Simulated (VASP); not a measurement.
A run of VASP 6.6.1:

The input INCAR:

```
  PREC = Accurate
  ENCUT = 520
  EDIFF = 1E-7
  ISMEAR = 0
  SIGMA = 0.1
  LREAL = F
  LASPH = T
  NELM = 60
  ALGO = Fast
  ISIF = 2
  LWAVE = F
  LCHARG = T
  GGA = PE
  LELF = T
  LVHAR = T
  NBANDS = 22
```

Contents of KPOINTS:

```
Automatic mesh
0
Gamma
  12 12 8
```

The input POSCAR:

```
Li
1.0
    5.7493258562      0.0000000000      0.0000000000
   -2.8746629281      4.9790622461      0.0000000000
    0.0000000000      0.0000000000      5.6702111034
Li
8
Direct
    0.5026671670      0.0000000000      0.7500000000
    0.0000000000      0.5026671670      0.7500000000
    0.4973328330      0.4973328330      0.7500000000
    0.4973328330      0.0000000000      0.2500000000
    0.0000000000      0.4973328330      0.2500000000
    0.5026671670      0.5026671670      0.2500000000
    0.0000000000      0.0000000000      0.5000000000
    0.0000000000      0.0000000000      0.0000000000
```

Potentials or basis: VASP PAW PBE potentials, release 64 (Li_sv).

The run is started by

```sh
$ cat potpaw_PBE.64/Li_sv/POTCAR > POTCAR
$ mpirun -np 1 vasp_std > vasp.out
```

Hardware: 1 thread of Intel(R) Xeon(R) 6975P-C (Granite Rapids), on a shared host.

Task: Estimate the wall time of this run.

Result: Run time: 6.6 min on 1 thread of Intel(R) Xeon(R) 6975P-C (Granite Rapids), on a shared host, peak memory 0.42 GiB. Counts: scf iterations 23, k points 95.
